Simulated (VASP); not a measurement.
A run of VASP 6.6.1 is set up as follows.

Contents of INCAR:

```
PREC = Accurate
ENCUT = 500
EDIFF = 1E-6
ISMEAR = 0
SIGMA = 0.15
LREAL = False
LASPH = True
NELM = 120
ALGO = Normal
ISIF = 2
LWAVE = False
LCHARG = False
GGA = PE
NBANDS = 22
GGA_COMPAT = False
```

Contents of KPOINTS:

```
Automatic mesh
0
Gamma
  12 12 12
```

POSCAR

```
Sb
1.0
    2.1506003320      1.2416496806      3.7440000000
   -2.1506003320      1.2416496806      3.7440000000
    0.0000000000     -2.4832993611      3.7440000000
Sb
2
Direct
    0.2336400000      0.2336400000      0.2336400000
    0.7663600000      0.7663600000      0.7663600000
```

Potentials or basis: VASP PAW PBE potentials, release 64 (Sb_d_GW).

Command:

```bash
$ cat potpaw_PBE.64/Sb_d_GW/POTCAR > POTCAR
$ mpirun -np 1 vasp_std > vasp.out
```

Estimate the pressure.

3.1 GPa.

Estimate the largest force.

0.221 eV/Å.

Predict the band gap on the k mesh.

zero (band 15 reaches 5.51 eV, above the bottom of band 16 at 5.24 eV).

Stress tensor (GPa, compression positive):
```
3.24 0.00 0.00
0.00 3.24 0.00
0.00 0.00 2.75
```

Caveat: spin-orbit coupling is left out, which moves the levels of the heavy elements.
